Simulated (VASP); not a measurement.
# Ti16NO31 (a cell with a defect) in VASP: a series of runs

Aim: see how the results for Ti16NO31 (a cell with a defect) move with the level of theory and the settings. Levels: PBEsol, r2SCAN. Tasks: single point.

Everything below comes from runs of VASP 6.6.1. Logs are shortened: lines on timing, memory, paths and dates and some standing lists are left out, and cuts for length are marked.

### 1 The cell of the first run

The cell holds a defect, 48 atoms: a = 9.183 Å, b = 9.183 Å, c = 5.878 Å, α = 90.00°, β = 90.00°, γ = 90.00°.

### 2 Single point, PBEsol

The input, INCAR:

```
SYSTEM = Ti16NO31
PREC     = Accurate       ! precision mode
ENCUT    = 520            ! plane-wave cutoff, eV
EDIFF    = 1E-6           ! SCF threshold, eV
ISMEAR   = -1             ! smearing method
SIGMA    = 0.05           ! smearing width, eV
LREAL    = Auto         
LASPH    = .TRUE.         ! aspherical terms in the spheres
NELM     = 120            ! most SCF steps
ALGO     = Normal         ! electronic algorithm
ISIF     = 2              ! what is computed and relaxed
LWAVE    = .FALSE.        ! write WAVECAR
LCHARG   = .FALSE.        ! write CHGCAR
GGA      = PS             ! functional
NELECT   = 384.0        
ISYM     = 0            
NBANDS   = 222            ! bands
GGA_COMPAT= .FALSE.
```

The input, KPOINTS:

```
Automatic mesh
0
Gamma
  1 1 1
  0.25 0.25 0.25
```

The input, POSCAR:

```
Ti16NO31
1.0
    9.1828280000      0.0000000000      0.0000000000
    0.0000000000      9.1828280000      0.0000000000
    0.0000000000      0.0000000000      5.8777420000
Ti O N
16 31 1
Direct
    0.9990960000      0.0017070000      0.0003110000
    0.0000580000      0.9997220000      0.5017770000
    0.9999840000      0.5000500000      0.9999920000
    0.0001080000      0.5002170000      0.5002940000
    0.5008190000      0.0009490000      0.9989250000
    0.5006590000      0.0007650000      0.4992780000
    0.5019700000      0.4975080000      0.0079970000
    0.5028440000      0.4982120000      0.4927940000
    0.2479140000      0.2480590000      0.2499620000
    0.2524620000      0.2527930000      0.7492500000
    0.2489470000      0.7519690000      0.2497700000
    0.2554770000      0.7450540000      0.7500280000
    0.7447290000      0.2559760000      0.2501640000
    0.7488980000      0.2518510000      0.7497680000
    0.7519940000      0.7523510000      0.2488770000
    0.7476160000      0.7477330000      0.7496590000
    0.1518990000      0.1532480000      0.0010930000
    0.1519090000      0.1533820000      0.4997950000
    0.1497850000      0.6539470000      0.0014410000
    0.1505150000      0.6531730000      0.4995080000
    0.6528800000      0.1502460000      0.9984440000
    0.6530270000      0.1502850000      0.5023520000
    0.6519980000      0.6550210000      0.9991240000
    0.6516670000      0.6549460000      0.5017080000
    0.3461820000      0.3475320000      0.9988290000
    0.3458980000      0.3476280000      0.5013470000
    0.3478990000      0.8491400000      0.0007150000
    0.3474520000      0.8496610000      0.4988370000
    0.8509710000      0.3463630000      0.9976490000
    0.8509120000      0.3465480000      0.5014020000
    0.8477990000      0.8474210000      0.0004140000
    0.8477520000      0.8474710000      0.4990890000
    0.0986930000      0.4039730000      0.2498800000
    0.0980840000      0.4035700000      0.7502310000
    0.0988330000      0.9022740000      0.2499760000
    0.0974770000      0.9035940000      0.7496800000
    0.5990370000      0.4018600000      0.7504070000
    0.5972450000      0.9024630000      0.2506140000
    0.5975740000      0.9029850000      0.7502620000
    0.4028660000      0.0995440000      0.2500830000
    0.4015930000      0.0978890000      0.7503680000
    0.4002020000      0.5993630000      0.2504770000
    0.3985580000      0.6008940000      0.7504250000
    0.9036720000      0.0956050000      0.2497950000
    0.9018540000      0.0974010000      0.7498040000
    0.8999780000      0.5965300000      0.2505280000
    0.9016440000      0.5978710000      0.7502000000
    0.5981310000      0.4025590000      0.2503770000
```

Potentials or basis: VASP PAW PBE potentials, release 64 (Ti_sv, O, N).

Run with:

```console
cat potpaw_PBE.64/Ti_sv/POTCAR potpaw_PBE.64/O/POTCAR potpaw_PBE.64/N/POTCAR > POTCAR
mpirun -np 1 vasp_std > vasp.out
```

OUTCAR:

```text
SYSTEM = Ti16NO31
   PREC = Accurate
   ENCUT = 520
   EDIFF = 1E-6
   ISMEAR = -1
   LREAL = Auto
   LASPH = .TRUE.
   NELM = 120
   ISIF = 2
   GGA = PS
   NELECT = 384.0
   ISYM = 0

 ion  position               nearest neighbor table
   1  0.999  0.002  0.000-  44 1.91  45 1.93  36 1.95  35 1.96  17 1.98  31 1.98
   2  0.000  1.000  0.502-  36 1.92  45 1.93  44 1.94  35 1.95  32 1.98  18 1.98
   3  1.000  0.500  1.000-  34 1.94  33 1.94  47 1.94  46 1.95  29 1.97  19 1.97
   4  0.000  0.500  0.500-  34 1.94  33 1.94  47 1.94  46 1.94  30 1.97  20 1.97
   5  0.501  0.001  0.999-  39 1.93  41 1.94  38 1.95  40 1.95  21 1.96  27 1.98
   6  0.501  0.001  0.499-  38 1.93  39 1.94  40 1.94  41 1.95  22 1.96  28 1.98
   7  0.502  0.498  0.008-  48 1.89  42 1.94  37 1.96  25 1.99  23 2.00  43 2.02   8 2.85
   8  0.503  0.498  0.493-  48 1.89  42 1.94  37 1.96  24 1.99  26 2.00  43 2.02   7 2.85
   9  0.248  0.248  0.250-  17 1.92  18 1.92  25 1.96  26 1.96  40 1.97  33 1.98
  10  0.252  0.253  0.749-  26 1.90  25 1.91  18 1.96  17 1.97  41 1.97  34 1.98
  11  0.249  0.752  0.250-  27 1.94  28 1.94  19 1.94  20 1.95  35 1.95  42 1.97
  12  0.255  0.745  0.750-  43 1.87  27 1.95  20 1.95  28 1.95  19 1.96  36 2.06
  13  0.745  0.256  0.250-  48 1.90  30 1.96  21 1.96  29 1.96  22 1.96  44 2.07
  14  0.749  0.252  0.750-  29 1.94  22 1.94  30 1.94  21 1.95  37 1.95  45 2.00
  15  0.752  0.752  0.249-  31 1.92  32 1.92  23 1.95  24 1.96  46 1.97  38 1.98
  16  0.748  0.748  0.750-  24 1.90  23 1.91  32 1.96  31 1.96  47 1.97  39 1.98
  17  0.152  0.153  0.001-   9 1.92  10 1.97   1 1.98
  18  0.152  0.153  0.500-   9 1.92  10 1.96   2 1.98
  19  0.150  0.654  0.001-  11 1.94  12 1.96   3 1.97
  20  0.151  0.653  0.500-  11 1.95  12 1.95   4 1.97
  21  0.653  0.150  0.998-  14 1.95   5 1.96  13 1.96
  22  0.653  0.150  0.502-  14 1.94   6 1.96  13 1.96
[... 24 lines left out ...]
  47  0.902  0.598  0.750-   3 1.94   4 1.94  16 1.97
  48  0.598  0.403  0.250-   8 1.89   7 1.89  13 1.90

IMPORTANT INFORMATION: All symmetrisations will be switched off!
NOSYMM: (Re-)initialisation of all symmetry stuff for point group C_1.

----------------------------------------------------------------------------------------

                                     Primitive cell

  volume of cell :     495.6367

  direct lattice vectors                    reciprocal lattice vectors
     9.182828000  0.000000000  0.000000000     0.108898914  0.000000000  0.000000000
     0.000000000  9.182828000  0.000000000     0.000000000  0.108898914  0.000000000
     0.000000000  0.000000000  5.877742000     0.000000000  0.000000000  0.170133361

  length of vectors
     9.182828000  9.182828000  5.877742000     0.108898914  0.108898914  0.170133361

  position of ions in fractional coordinates (direct lattice)
     0.999096000  0.001707000  0.000311000
     0.000058000  0.999722000  0.501777000
[... 159 lines left out ...]
   NELECT =     384.0000    total number of electrons
   NUPDOWN=      -1.0000    fix difference up-down
   EMIN   =  10.00;   EMAX   =-10.00  energy-range for DOS
   EFERMI =   0.00;   METHOD = LEGACY
   ISMEAR =    -1;   SIGMA  =   0.05  broadening in eV -4-tet -1-fermi 0-gaus
   EFERMI_NEDOS =   21; number of points for ismear=-14 and -15
   IALGO  =     38    algorithm
   IMIX   =      4    mixing-type and parameters
     AMIX     =   0.40;   BMIX     =  1.00
     AMIX_MAG =   1.60;   BMIX_MAG =  1.00
  volume/ion in A,a.u.               =      10.33        69.68
  Fermi-wavevector in a.u.,A,eV,Ry     =   1.503595  2.841382 30.760008  2.260797
  Thomas-Fermi vector in A             =   2.614684
   LORBIT       =      0    0 simple, 1 ext, 2 COOP (PROOUT), +10 PAW based schemes
   GGA     = PS    functional components
   LHFCALC =     F    Hartree Fock is set to
   AEXX    =    0.0000 exact exchange contribution
   IVDW    =     0    specifies the selected vdW correction
   LEPSILON=     F    determine dielectric tensor
   LRPA    =     F    only Hartree local field effects (RPA)
 non-spin polarized calculation
  energy-cutoff  :      520.00
  volume of cell :      495.64
 maximum number of plane-waves:     13359
 NGX is ok and might be reduce to    70
   NGX = 35   NGY = 35   NGZ = 21

 number of electron     383.9999937 magnetization

 Free energy of the ion-electron system (eV)
  ---------------------------------------------------
  ext. energy  EPLUGINS =         0.00000000
  ---------------------------------------------------
  free energy    TOTEN  =      -442.24019322 eV

  energy without entropy =     -442.24019321  energy(sigma->0) =     -442.24019322

 E-fermi :   5.8413     XC(G=0): -11.7700

 val. band max:        4.8470655611   @ k =  -0.2500  -0.2500   0.2500
 cond. band min:       6.8404919711   @ k =  -0.2500  -0.2500   0.2500
 fundamental gap:      1.9934264100
 Fermi energy:         5.8413467879

 k-point     1 :       0.2500    0.2500    0.2500
  band No.  band energies     occupation
      1     -51.8290      2.00000
      2     -51.8278      2.00000
      3     -51.8070      2.00000
      4     -51.8060      2.00000
      5     -51.7965      2.00000
      6     -51.7955      2.00000
[... 817 lines left out ...]
    203       7.4145      0.00000
    204       7.4665      0.00000
 [bands above 204 left out]

------------------------ aborting loop because EDIFF is reached ----------------------------------------

  FORCE on cell =-STRESS in cart. coord.  units (eV):
  Direction    XX          YY          ZZ          XY          YZ          ZX
  --------------------------------------------------------------------------------------
  -------------------------------------------------------------------------------------
  Total       15.6308896     16.2476138     14.5580675     -0.1845431      0.1721826      0.1678787
  in kB       50.5278548     52.5214552     47.0598883     -0.5965473      0.5565914      0.5426788
  external PRESSURE =      50.0363994 kB  Pullay stress =       0.0000000 kB

 VOLUME and BASIS-vectors are now :
 -----------------------------------------------------------------------------
  energy-cutoff  :      520.00
  volume of cell :      495.64
      direct lattice vectors                 reciprocal lattice vectors
     9.182828000  0.000000000  0.000000000     0.108898914  0.000000000  0.000000000
     0.000000000  9.182828000  0.000000000     0.000000000  0.108898914  0.000000000
     0.000000000  0.000000000  5.877742000     0.000000000  0.000000000  0.170133361

 POSITION                                       TOTAL-FORCE (eV/Angst)
 -----------------------------------------------------------------------------------
      9.17453      0.01568      0.00183         0.028466     -0.034164     -0.009350
      0.00053      9.18028      2.94932         0.014504     -0.028881     -0.019189
      9.18268      4.59187      5.87769        -0.000696      0.015789      0.017502
      0.00099      4.59341      2.94060         0.005167      0.022145     -0.023115
      4.59893      0.00871      5.87142        -0.018365     -0.007850      0.007670
      4.59747      0.00702      2.93463        -0.031711     -0.027653      0.029469
[... 40 lines left out ...]
      8.27964      5.49015      4.40948        -0.018732     -0.000519     -0.012601
      5.49253      3.69663      1.47165         0.031664     -0.020226     -0.008263
 -----------------------------------------------------------------------------------
    total drift:                               -0.011973      0.024878     -0.011417

  FREE ENERGIE OF THE ION-ELECTRON SYSTEM (eV)
  ---------------------------------------------------
  free  energy   TOTEN  =      -442.2401932210 eV

  energy  without entropy=     -442.2401932114  energy(sigma->0) =     -442.24019322
```

Wall time 43 min (1 thread of Intel Xeon 8259CL, shared host); peak memory 0.69 GiB.

What came out:

| Property | Result |
| --- | --- |
| Free energy | -442.2402 eV |
| Largest force | 0.078 eV/Å |

Forces in eV/Å, atoms in the order of the input:
```
Ti   0.028 -0.034 -0.009
Ti   0.015 -0.029 -0.019
Ti  -0.001  0.016  0.018
Ti   0.005  0.022 -0.023
Ti  -0.018 -0.008  0.008
Ti  -0.032 -0.028  0.029
Ti  -0.020  0.043 -0.014
Ti  -0.049  0.019  0.011
Ti   0.009  0.018 -0.009
Ti  -0.012 -0.026  0.026
Ti  -0.007  0.014  0.004
Ti  -0.048  0.045 -0.003
Ti   0.027 -0.030 -0.018
Ti   0.020 -0.011  0.014
Ti  -0.001 -0.010  0.033
Ti   0.023  0.028 -0.016
O   -0.015 -0.015 -0.027
O   -0.020 -0.023 -0.015
O   -0.007 -0.048 -0.030
O   -0.035 -0.017 -0.023
O    0.004 -0.024 -0.021
O   -0.016 -0.026 -0.022
O   -0.049 -0.048 -0.015
O   -0.012 -0.023 -0.021
O    0.005  0.035  0.008
O    0.037  0.045  0.007
O    0.012  0.037  0.027
O    0.027  0.020  0.030
O    0.014  0.033  0.033
O    0.019  0.009  0.040
O    0.013  0.030  0.013
O    0.008  0.017  0.026
O    0.004 -0.030  0.007
O    0.021 -0.017  0.011
O   -0.012  0.010  0.001
O    0.020 -0.026  0.015
O    0.008 -0.004 -0.004
O    0.015 -0.006 -0.023
O    0.005 -0.020 -0.016
O   -0.002  0.004  0.004
O    0.010  0.022 -0.006
O    0.016 -0.013 -0.012
O    0.051 -0.048 -0.002
O   -0.048  0.061  0.008
O   -0.026  0.037  0.011
O    0.000  0.017 -0.015
O   -0.019 -0.001 -0.013
N    0.032 -0.020 -0.008
```

Levels at points of the mesh, in eV from the Fermi level:
```tsv
k point	band 189	band 190	band 191	band 192	band 193	band 194	band 195	band 196
(0.25, 0.25, 0.25)	-1.63	-1.47	-1.38	-0.99	1.00	1.10	1.12	1.28
```

Caveat: the cell carries a net charge on a neutralising background, which shifts energy and pressure; the cell is charged against a uniform background, so pressure and absolute levels hang on convention; the PAW data sets were made with another functional, which shifts forces and pressure a little.

### 3 Single point, r2SCAN

POSCAR is that of step 2.

The input, INCAR.step1:

```
PREC = Accurate
ENCUT = 580
ISMEAR = -1
SIGMA = 0.05
LREAL = Auto
LASPH = True
NELM = 120
NBANDS = 222
NELECT = 384.0
ISYM = 0
GGA = PE
ALGO = Normal
EDIFF = 1E-5
LWAVE = True
LCHARG = False
GGA_COMPAT = False
```

The input, INCAR.step2:

```
PREC = Accurate
ENCUT = 580
EDIFF = 1E-6
ISMEAR = -1
SIGMA = 0.05
LREAL = Auto
LASPH = True
NELM = 120
ALGO = Normal
ISIF = 2
LWAVE = False
LCHARG = False
METAGGA = R2SCAN
LMIXTAU = True
NBANDS = 222
NELECT = 384.0
ISYM = 0
ISTART = 1
GGA_COMPAT = False
```

KPOINTS is that of step 2.

Potentials or basis: VASP PAW PBE potentials, release 64 (Ti_sv, O, N).

Run with:

```console
cat potpaw_PBE.64/Ti_sv/POTCAR potpaw_PBE.64/O/POTCAR potpaw_PBE.64/N/POTCAR > POTCAR
cp INCAR.step1 INCAR
mpirun -np 1 vasp_std > vasp.out
cp INCAR.step2 INCAR
mpirun -np 1 vasp_std > vasp.out
```

Run time: 1.8 h. Hardware: 1 thread of Intel Xeon 8259CL, shared host; peak memory 0.82 GiB.

It converged, with:

```
Free energy   : -551.3010 eV
Largest force : 0.118 eV/Å
```

Forces on the atoms (eV/Å):
```
Ti   0.029 -0.035 -0.008
Ti   0.006 -0.021 -0.013
Ti  -0.004  0.011  0.020
Ti   0.003  0.019 -0.020
Ti  -0.023 -0.010  0.015
Ti  -0.024 -0.018  0.026
Ti   0.003  0.023 -0.053
Ti  -0.031  0.001  0.052
Ti   0.031  0.051 -0.010
Ti  -0.031 -0.037  0.033
Ti   0.008 -0.013  0.006
Ti  -0.084  0.083 -0.002
Ti   0.022 -0.029 -0.020
Ti   0.031 -0.031  0.017
Ti  -0.032 -0.034  0.043
Ti   0.031  0.046 -0.016
O   -0.040 -0.041 -0.041
O   -0.046 -0.054 -0.005
O   -0.025 -0.073 -0.036
O   -0.058 -0.038 -0.023
O   -0.015 -0.052 -0.037
O   -0.037 -0.056 -0.015
O   -0.054 -0.039 -0.021
O   -0.014 -0.011 -0.025
O   -0.006  0.037  0.006
O    0.030  0.051  0.007
O    0.034  0.062  0.024
O    0.052  0.040  0.034
O    0.046  0.058  0.023
O    0.049  0.036  0.055
O    0.042  0.055 -0.001
O    0.036  0.040  0.036
O    0.017 -0.052  0.007
O    0.041 -0.031  0.010
O    0.002 -0.001  0.002
O    0.050 -0.057  0.022
O    0.021 -0.015 -0.005
O    0.036 -0.018 -0.031
O    0.019 -0.041 -0.020
O   -0.021  0.009  0.001
O   -0.005  0.044 -0.012
O   -0.031  0.034 -0.015
O    0.054 -0.052 -0.001
O   -0.065  0.076  0.014
O   -0.045  0.059  0.013
O   -0.007  0.038 -0.019
O   -0.040  0.013 -0.014
N    0.042 -0.029 -0.009
```

Levels at points of the mesh, in eV from the Fermi level:
```
           k point  band 190  band 191  band 192  band 193  band 194  band 195
(0.25, 0.25, 0.25)     -1.72     -1.63     -1.18      1.16      1.25      1.26
```

Caveat: the cell carries a net charge on a neutralising background, which shifts energy and pressure; the cell is charged against a uniform background, so pressure and absolute levels hang on convention; the PAW data sets were made with another functional, which shifts forces and pressure a little.
